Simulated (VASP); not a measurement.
Here is a VASP 6.6.1 calculation.

File POSCAR:

```
BaF2
1.0
    0.0000000000      3.0971612422      3.0971612422
    3.0971612422      0.0000000000      3.0971612422
    3.0971612422      3.0971612422      0.0000000000
Ba F
1 2
Direct
    0.0000000000      0.0000000000      0.0000000000
    0.2500000000      0.2500000000      0.2500000000
    0.7500000000      0.7500000000      0.7500000000
```

The input INCAR.step1:

```
SYSTEM = BaF2
PREC     = Accurate       ! precision mode
ENCUT    = 660            ! plane-wave cutoff, eV
ISMEAR   = 0              ! smearing method
SIGMA    = 0.01           ! smearing width, eV
LREAL    = .FALSE.        ! projectors in reciprocal space
LASPH    = .TRUE.         ! aspherical terms in the spheres
NELM     = 120            ! most SCF steps
NBANDS   = 19             ! bands
GGA      = PE             ! functional
ALGO     = Normal         ! electronic algorithm
EDIFF    = 1E-5           ! SCF threshold, eV
LWAVE    = .TRUE.         ! write WAVECAR
LCHARG   = .FALSE.        ! write CHGCAR
GGA_COMPAT= .FALSE.
```

INCAR.step2

```
SYSTEM = BaF2
PREC     = Accurate       ! precision mode
ENCUT    = 660            ! plane-wave cutoff, eV
EDIFF    = 1E-6           ! SCF threshold, eV
ISMEAR   = 0              ! smearing method
SIGMA    = 0.01           ! smearing width, eV
LREAL    = .FALSE.        ! projectors in reciprocal space
LASPH    = .TRUE.         ! aspherical terms in the spheres
NELM     = 120            ! most SCF steps
ALGO     = Normal         ! electronic algorithm
ISIF     = 2              ! what is computed and relaxed
LWAVE    = .FALSE.        ! write WAVECAR
LCHARG   = .FALSE.        ! write CHGCAR
METAGGA  = R2SCAN         ! meta-GGA
LMIXTAU  = .TRUE.       
NBANDS   = 19             ! bands
ISTART   = 1            
GGA_COMPAT= .FALSE.
```

Contents of KPOINTS:

```
regular mesh
0
G
  6 6 6
  0 0 0
```

Potentials or basis: VASP PAW PBE potentials, release 64 (Ba_sv, F).

Command:

```console
$ cat potpaw_PBE.64/Ba_sv/POTCAR potpaw_PBE.64/F/POTCAR > POTCAR
$ cp INCAR.step1 INCAR
$ mpirun -np 1 vasp_std > vasp.out
$ cp INCAR.step2 INCAR
$ mpirun -np 1 vasp_std > vasp.out
```

Task: What does it give for the pressure?

Result: 0.9 GPa.

Task: What does it give for the band gap on the k mesh?

Result: 7.36 eV, indirect (least direct gap 7.43 eV).

Caveat: the PAW data sets were made with another functional, which shifts forces and pressure a little; spin-orbit coupling is left out, which moves the levels of the heavy elements. r2SCAN opens gaps a little over a GGA but as a rule still falls short of measured ones.
